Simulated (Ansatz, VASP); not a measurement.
# Two plane-wave programs on Hf

INCAR

```
SYSTEM = Hf
PREC = Accurate
ENCUT = 520
EDIFF = 1E-6
ISMEAR = -1
SIGMA = 0.1
LREAL = .FALSE.
LASPH = .TRUE.
NELM = 60
ALGO = Normal
ISIF = 2
LWAVE = .FALSE.
LCHARG = .TRUE.
GGA = CA
LELF = .TRUE.
LVHAR = .TRUE.
NBANDS = 11
```

KPOINTS

```
regular mesh
0
G
  15 15 15
  0 0 0
```

Contents of POSCAR:

```
Hf
1.0
    2.6643657244      0.0000000000      0.0000000000
    0.0000000000      2.6643657244      0.0000000000
    0.0000000000      0.0000000000      2.6643657244
Hf
1
Direct
    0.0000000000      0.0000000000      0.0000000000
```

Input for Ansatz:

```yaml
crystal:
  lattice:
    - [2.6643657244, 0.0, 0.0]
    - [0.0, 2.6643657244, 0.0]
    - [0.0, 0.0, 2.6643657244]
  atoms:
    - { symbol: Hf, position: [0.0, 0.0, 0.0] }
kpoints:
  mp_grid: { grid: [15, 15, 15] }
scf:
  occupations: { method: fermi_dirac, width: 0.1 }
hamiltonian:
  xc: lda
  pseudopotentials: { kind: paw }
output:
  forces: true
  stress: true
  eigenvalues: true
  populations: true
  write_density: true
  write_potential: true
  elf: true
  volumetric_format: npy
```

Change from the starting cell: volume scaled by 0.84, PAW files.

Alike in both runs: task single point; functional LDA; k mesh 15 × 15 × 15; occupations fermi-dirac, width 0.1 eV; no spin polarisation.

|  | VASP | Ansatz |
| --- | --- | --- |
| version | VASP 6.6.1 | Ansatz 0.2.0 |
| potentials or method | VASP PAW LDA potentials, release 64 (Hf_pv) | PAW with Ansatz's default frozen-core files, scalar-relativistic |
| plane-wave cutoff (eV) | 520 | 420 |
| valence electrons in the cell | 10 | 26 |

Ansatz gave:

- pressure (GPa): 20.7

Problem. Estimate VASP's values.

Solution. Pressure (GPa): 20.5.

LDA's correlation is that of Perdew and Zunger in VASP and of Perdew and Wang (1992) in Ansatz. VASP's potentials hold 10 valence electrons a cell and Ansatz's 26, so a difference there can come from the potentials and not from the codes.

Spin-orbit coupling is off throughout.
